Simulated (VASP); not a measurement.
# Li2Pt (P6/mmm) in VASP: further runs

Li2Pt is run at these levels: LDA; tasks: single point.

Everything below comes from runs of VASP 6.6.1. Logs are shortened: lines on timing, memory, paths and dates and some standing lists are left out, and cuts for length are marked.

### Step 1. The cell of the first run

It takes space group P6/mmm (No. 191, hexagonal). Conventional cell: a = 4.101 Å, b = 4.101 Å, c = 2.607 Å, α = 90.00°, β = 90.00°, γ = 120.00°. Within 3.1 Å of Li (site symmetry -6m2) lie 5 Li at 2.37 to 2.61 Å and 6 Pt at 2.70 Å. Within 3.4 Å of Pt (site symmetry 6/mmm) lie 2 Pt at 2.61 Å and 12 Li at 2.70 Å.

### Step 2. Single point, LDA

The input, INCAR:

```
SYSTEM = Li2Pt
  PREC = Accurate
  ENCUT = 520
  EDIFF = 1E-6
  ISMEAR = -1
  SIGMA = 0.15
  LREAL = .FALSE.
  LASPH = .TRUE.
  NELM = 100
  ALGO = Normal
  ISIF = 2
  LWAVE = .FALSE.
  LCHARG = .FALSE.
  GGA = CA
  NBANDS = 15
```

The input, KPOINTS:

```
Automatic mesh
0
G
  8 8 11
  0 0 0
```

The input, POSCAR:

```
Li2Pt
1.0
    4.1005474511      0.0000000000      0.0000000000
   -2.0502737255      3.5511779288      0.0000000000
    0.0000000000      0.0000000000      2.6066786353
Li Pt
2 1
Direct
    0.3333333333      0.6666666667      0.5000000000
    0.6666666667      0.3333333333      0.5000000000
    0.0000000000      0.0000000000      0.0000000000
```

Potentials or basis: VASP PAW LDA potentials, release 64 (Li_sv, Pt).

On the command line:

```
> cat potpaw_LDA.64/Li_sv/POTCAR potpaw_LDA.64/Pt/POTCAR > POTCAR
> mpirun -np 1 vasp_std > vasp.out
```

OUTCAR:

```text
SYSTEM = Li2Pt
   PREC = Accurate
   ENCUT = 520
   EDIFF = 1E-6
   ISMEAR = -1
   LREAL = .FALSE.
   LASPH = .TRUE.
   NELM = 100
   ISIF = 2
   GGA = CA

 ion  position               nearest neighbor table
   1  0.333  0.667  0.500-   2 2.37   2 2.37   2 2.37   3 2.70   3 2.70   3 2.70   3 2.70   3 2.70
                             3 2.70
   2  0.667  0.333  0.500-   1 2.37   1 2.37   1 2.37   3 2.70   3 2.70   3 2.70   3 2.70   3 2.70
                             3 2.70
   3  0.000  0.000  0.000-   1 2.70   1 2.70   2 2.70   2 2.70   1 2.70   2 2.70   1 2.70   2 2.70
                             2 2.70   2 2.70   1 2.70   1 2.70

  LATTYP: Found a hexagonal cell.
 ALAT       =     4.1005474511
 C/A-ratio  =     0.6356903966

  Lattice vectors:

 A1 = (   4.1005474511,   0.0000000000,   0.0000000000)
 A2 = (  -2.0502737255,   3.5511779288,   0.0000000000)
 A3 = (   0.0000000000,   0.0000000000,   2.6066786353)

Analysis of symmetry for initial positions (statically):
=====================================================================
 Subroutine PRICEL returns:
 Original cell was already a primitive cell.

 Routine SETGRP: Setting up the symmetry group for a
 hexagonal supercell.

 Subroutine GETGRP returns: Found 24 space group operations
 (whereof 24 operations were pure point group operations)
 out of a pool of 24 trial point group operations.

The static configuration has the point symmetry D_6h.

Analysis of symmetry for dynamics (positions and initial velocities):
=====================================================================
 Subroutine PRICEL returns:
 Original cell was already a primitive cell.

 Routine SETGRP: Setting up the symmetry group for a
 hexagonal supercell.

 Subroutine GETGRP returns: Found 24 space group operations
 (whereof 24 operations were pure point group operations)
 out of a pool of 24 trial point group operations.

The dynamic configuration has the point symmetry D_6h.

 Subroutine INISYM returns: Found 24 space group operations
 (whereof 24 operations are pure point group operations),
 and found     1 'primitive' translations

----------------------------------------------------------------------------------------

                                     Primitive cell

  volume of cell :      37.9579

  direct lattice vectors                    reciprocal lattice vectors
     4.100547451  0.000000000  0.000000000     0.243869876  0.140798352  0.000000000
    -2.050273725  3.551177929  0.000000000     0.000000000  0.281596704  0.000000000
     0.000000000  0.000000000  2.606678635     0.000000000  0.000000000  0.383629952

  length of vectors
     4.100547451  4.100547162  2.606678635     0.281596684  0.281596704  0.383629952

  position of ions in fractional coordinates (direct lattice)
     0.333333333  0.666666667  0.500000000
     0.666666667  0.333333333  0.500000000
     0.000000000  0.000000000  0.000000000

  ion indices of the primitive-cell ions
   primitive index   ion index
                 1           1
                 2           2
                 3           3

----------------------------------------------------------------------------------------

 KPOINTS: Automatic mesh

Automatic generation of k-mesh.
 Grid dimensions read from file:
 generate k-points for:    8    8   11

 Generating k-lattice:

  Cartesian coordinates                     Fractional coordinates (reciprocal lattice)
     0.030483735  0.017599794  0.000000000     0.125000000  0.000000000  0.000000000
     0.000000000  0.035199588  0.000000000     0.000000000  0.125000000  0.000000000
     0.000000000  0.000000000  0.034875450     0.000000000  0.000000000  0.090909091

  Length of vectors
     0.035199586  0.035199588  0.034875450

  Shift w.r.t. Gamma in fractional coordinates (k-lattice)
     0.000000000  0.000000000  0.000000000

 Subroutine IBZKPT returns following result:
 ===========================================

 Found     60 irreducible k-points:

 Following reciprocal coordinates:
            Coordinates               Weight
  0.000000  0.000000  0.000000      1.000000
  0.125000  0.000000  0.000000      6.000000
  0.250000  0.000000  0.000000      6.000000
  0.375000  0.000000  0.000000      6.000000
  0.500000  0.000000  0.000000      3.000000
  0.125000  0.125000  0.000000      6.000000
[... 16 lines left out ...]
  0.250000  0.000000  0.181818     12.000000
  0.375000  0.000000  0.181818     12.000000
 [... further k-points ...]
   k-points           NKPTS =     60   k-points in BZ     NKDIM =     60   number of bands    NBANDS=     15
   number of dos      NEDOS =    301   number of ions     NIONS =      3
   total plane-waves  NPLWV =  18000
   dimension x,y,z NGX =    30 NGY =   30 NGZ =   20
   dimension x,y,z NGXF=    60 NGYF=   60 NGZF=   40
   ions per type =               2   1
   NGX,Y,Z   is equivalent  to a cutoff of  12.16, 12.16, 12.76 a.u.
   NGXF,Y,Z  is equivalent  to a cutoff of  24.33, 24.33, 25.51 a.u.
 SYSTEM =  Li2Pt
   PREC   = accura    normal or accurate (medium, high low for compatibility)
   ISTART =      0    job   : 0-new  1-cont  2-samecut
   ICHARG =      2    charge: 1-file 2-atom 10-const
   ISPIN  =      1    spin polarized calculation?
   LNONCOLLINEAR =      F non collinear calculations
   LSORBIT =      F    spin-orbit coupling
   LASPH  =      T    aspherical Exc in radial PAW
   ENCUT  =  520.0 eV  38.22 Ry    6.18 a.u.   7.62  7.62  4.85*2*pi/ulx,y,z
   NELM   =    100;   NELMIN=  2; NELMDL= -5     # of ELM steps
   EDIFF  = 0.1E-05   stopping-criterion for ELM
   LREAL  =      F    real-space projection
   EDIFFG = 0.1E-04   stopping-criterion for IOM
   NSW    =      0    number of steps for IOM
   IBRION =     -1    ionic relax: 0-MD 1-quasi-New 2-CG
   NFREE  =      0    steps in history (QN), initial steepest desc. (CG)
   ISIF   =      2    stress and relaxation
   ISYM   =      2    0-nonsym 1-usesym 2-fastsym
   POTIM  = 0.5000    time-step for ionic-motion
   TEBEG  =    0.0;   TEEND  =   0.0 temperature during run
   PSTRESS=    0.0 pullay stress
   NELECT =      16.0000    total number of electrons
   NUPDOWN=      -1.0000    fix difference up-down
   EMIN   =  10.00;   EMAX   =-10.00  energy-range for DOS
   EFERMI =   0.00;   METHOD = LEGACY
   ISMEAR =    -1;   SIGMA  =   0.15  broadening in eV -4-tet -1-fermi 0-gaus
   EFERMI_NEDOS =   21; number of points for ismear=-14 and -15
   IALGO  =     38    algorithm
   IMIX   =      4    mixing-type and parameters
     AMIX     =   0.40;   BMIX     =  1.00
     AMIX_MAG =   1.60;   BMIX_MAG =  1.00
  volume/ion in A,a.u.               =      12.65        85.38
  Fermi-wavevector in a.u.,A,eV,Ry     =   1.227479  2.319600 20.499978  1.506706
  Thomas-Fermi vector in A             =   2.362441
   LORBIT       =      0    0 simple, 1 ext, 2 COOP (PROOUT), +10 PAW based schemes
   GGA     = CA    functional components
   LHFCALC =     F    Hartree Fock is set to
   AEXX    =    0.0000 exact exchange contribution
   IVDW    =     0    specifies the selected vdW correction
   LEPSILON=     F    determine dielectric tensor
   LRPA    =     F    only Hartree local field effects (RPA)
 non-spin polarized calculation
  energy-cutoff  :      520.00
  volume of cell :       37.96
 maximum number of plane-waves:      1066
   NGX = 15   NGY = 15   NGZ =  9

 number of electron      15.9999996 magnetization

 Free energy of the ion-electron system (eV)
  ---------------------------------------------------
  ext. energy  EPLUGINS =         0.00000000
  ---------------------------------------------------
  free energy    TOTEN  =       -13.24396873 eV

  energy without entropy =      -13.19821277  energy(sigma->0) =      -13.22109075

 E-fermi :   5.6681     XC(G=0): -10.7339

 val. band max:        5.5990834848   @ k =   0.3750   0.0000   0.0909
 cond. band min:       5.7081996663   @ k =   0.5000   0.0000   0.2727
 fundamental gap:      0.1091161815
 Fermi energy:         5.6680711191

 k-point     1 :       0.0000    0.0000    0.0000
  band No.  band energies     occupation
      1     -39.0244      2.00000
      2     -38.8801      2.00000
      3      -1.2703      2.00000
      4       0.9354      2.00000
      5       2.0913      2.00000
      6       2.0913      2.00000
      7       5.0166      1.97434
      8       5.0166      1.97434
      9       9.5776      0.00000
     10       9.5776      0.00000
     11      12.3142      0.00000
     12      12.3142      0.00000
     13      15.1389      0.00000
     14      16.4830      0.00000
     15      17.6902      0.00000

 k-point     2 :       0.1250    0.0000    0.0000
  band No.  band energies     occupation
      1     -39.0194      2.00000
      2     -38.8850      2.00000
      3      -1.1870      2.00000
      4       1.0041      2.00000
      5       2.0974      2.00000
      6       2.2090      2.00000
      7       4.9946      1.97780
      8       5.0124      1.97504
      9       8.4360      0.00000
     10       8.8141      0.00000
     11      13.0139      0.00000
     12      13.2429      0.00000
     13      15.4653      0.00000
     14      17.0715      0.00000
     15      17.9538      0.00000

 k-point     3 :       0.2500    0.0000    0.0000
  band No.  band energies     occupation
      1     -39.0055      2.00000
      2     -38.8985      2.00000
      3      -0.9890      2.00000
      4       1.2107      2.00000
      5       2.1690      2.00000
      6       2.5383      2.00000
      7       4.9427      1.98424
      8       5.0024      1.97664
      9       6.5994      0.00401
     10       7.5788      0.00001
     11      13.5664      0.00000
     12      14.9906      0.00000
     13      16.3460      0.00000
     14      18.7068      0.00000
     15      18.8050      0.00000

 k-point     4 :       0.3750    0.0000    0.0000
  band No.  band energies     occupation
      1     -38.9867      2.00000
      2     -38.9168      2.00000
      3      -0.8026      2.00000
      4       1.4477      2.00000
      5       2.5314      2.00000
      6       2.9753      2.00000
      7       4.8922      1.98872
      8       4.8940      1.98859
      9       4.9923      1.97813
     10       6.5379      0.00604
     11      13.7515      0.00000
     12      16.9308      0.00000
     13      17.5197      0.00000
     14      19.8332      0.00000
     15      20.7360      0.00000
[... 307 lines left out ...]
 k-point    22 :       0.1250    0.0000    0.1818
  band No.  band energies     occupation
      1     -39.0066      2.00000
      2     -38.8749      2.00000
      3      -0.1403      2.00000
      4       1.6968      2.00000
      5       2.3985      2.00000
      6       2.5148      2.00000
      7       3.5701      2.00000
      8       3.5847      2.00000
      9       9.8715      0.00000
     10      10.3738      0.00000
     11      13.0955      0.00000
     12      13.6600      0.00000
     13      14.5506      0.00000
     14      14.7426      0.00000
     15      17.6202      0.00000

 k-point    23 :       0.2500    0.0000    0.1818
  band No.  band energies     occupation
      1     -38.9932      2.00000
      2     -38.8882      2.00000
      3       0.1839      2.00000
      4       1.8072      2.00000
      5       2.3801      2.00000
      6       2.7640      2.00000
      7       3.4979      2.00000
      8       3.5392      2.00000
      9       7.8737      0.00000
     10       9.1645      0.00000
     11      13.4662      0.00000
     12      15.2539      0.00000
     13      15.4798      0.00000
     14      15.5245      0.00000
     15      19.4111      0.00000

 k-point    24 :       0.3750    0.0000    0.1818
  band No.  band energies     occupation
      1     -38.9750      2.00000
      2     -38.9061      2.00000
      3       0.5076      2.00000
      4       1.9397      2.00000
      5       2.5301      2.00000
      6       3.0732      2.00000
      7       3.4597      2.00000
      8       3.4745      2.00000
      9       6.1971      0.05713
     10       8.2918      0.00000
     11      13.6744      0.00000
     12      15.9076      0.00000
     13      16.1414      0.00000
     14      17.6010      0.00000
     15      21.2931      0.00000

 [... further k-points ...]

------------------------ aborting loop because EDIFF is reached ----------------------------------------

  FORCE on cell =-STRESS in cart. coord.  units (eV):
  Direction    XX          YY          ZZ          XY          YZ          ZX
  --------------------------------------------------------------------------------------
  -------------------------------------------------------------------------------------
  Total       -0.0159654     -0.0159654      0.1296492     -0.0000000      0.0000000     -0.0000000
  in kB       -0.6738898     -0.6738896      5.4724119     -0.0000000      0.0000000     -0.0000000
  external PRESSURE =       1.3748775 kB  Pullay stress =       0.0000000 kB

 VOLUME and BASIS-vectors are now :
 -----------------------------------------------------------------------------
  energy-cutoff  :      520.00
  volume of cell :       37.96
      direct lattice vectors                 reciprocal lattice vectors
     4.100547451  0.000000000  0.000000000     0.243869876  0.140798352  0.000000000
    -2.050273725  3.551177929  0.000000000     0.000000000  0.281596704  0.000000000
     0.000000000  0.000000000  2.606678635     0.000000000  0.000000000  0.383629952

 POSITION                                       TOTAL-FORCE (eV/Angst)
 -----------------------------------------------------------------------------------
     -0.00000      2.36745      1.30334        -0.000000     -0.000000     -0.000000
      2.05027      1.18373      1.30334         0.000000      0.000000      0.000000
      0.00000      0.00000      0.00000        -0.000000     -0.000000      0.000000
 -----------------------------------------------------------------------------------
    total drift:                                0.000000      0.000000      0.000000

  FREE ENERGIE OF THE ION-ELECTRON SYSTEM (eV)
  ---------------------------------------------------
  free  energy   TOTEN  =       -13.2439687337 eV

  energy  without entropy=      -13.1982127737  energy(sigma->0) =      -13.22109075
```

Run time: 12 s. Hardware: 1 thread of Intel Xeon 6975P-C (Granite Rapids), shared host; peak memory 0.15 GiB.

Results:

```yaml
Free_energy: -13.2440 eV
Band_gap_on_the_k_mesh: zero (bands 8 and 9 overlap by 1.49 eV)
```

Levels at points of the mesh, in eV from the Fermi level:
```tsv
k point	band 5	band 6	band 7	band 8	band 9	band 10	band 11	band 12
(0.00, 0.00, 0.00)	-3.58	-3.58	-0.65	-0.65	3.91	3.91	6.65	6.65
(0.50, 0.00, 0.00)	-2.45	-2.42	-1.96	-0.80	-0.68	0.42	8.13	12.59
```

Caveat: the cutoff is under 1.25 times the usual one of these potentials, so pressure, stress and relaxed cells hold a basis-set (Pulay) error; spin-orbit coupling is left out, which moves the levels of the heavy elements.

[end of part 1 of 3]
